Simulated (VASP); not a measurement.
Input of a VASP 6.6.1 run:

INCAR

```
  PREC = Accurate
  ENCUT = 520
  EDIFF = 1E-6
  ISMEAR = -1
  SIGMA = 0.02
  LREAL = F
  LASPH = T
  NELM = 60
  ALGO = Normal
  ISIF = 2
  LWAVE = F
  LCHARG = F
  GGA = PE
  NBANDS = 31
```

File KPOINTS:

```
regular mesh
0
Gamma
  8 8 6
```

File POSCAR:

```
HfO2
1.0
    3.6124595918      0.0000000000      0.0000000000
    0.0000000000      3.6124595918      0.0000000000
    0.0000000000      0.0000000000      5.2542466510
Hf O
2 4
Direct
    0.5000000000      0.5000000000      0.5000000000
    0.0000000000      0.0000000000      0.0000000000
    0.0000000000      0.5000000000      0.6906206922
    0.5000000000      0.0000000000      0.8093793078
    0.5000000000      0.0000000000      0.3093793078
    0.0000000000      0.5000000000      0.1906206922
```

Potentials or basis: VASP PAW PBE potentials, release 64 (Hf_pv, O).

The run is started by

```bash
$ cat potpaw_PBE.64/Hf_pv/POTCAR potpaw_PBE.64/O/POTCAR > POTCAR
$ mpirun -np 1 vasp_std > vasp.out
```

**Question.** What does it give for the pressure?

**Answer.** -3.1 GPa.

**Question.** Predict the band gap on the k mesh.

**Answer.** 4.62 eV, indirect (least direct gap 4.74 eV).

Stress tensor (GPa, compression positive):
```
-3.85  0.00  0.00
 0.00 -3.85  0.00
 0.00  0.00 -1.55
```

Caveat: the cell differs from its parent crystal (strain +1.0%); spin-orbit coupling is left out, which moves the levels of the heavy elements. A k mesh can miss the band edges.
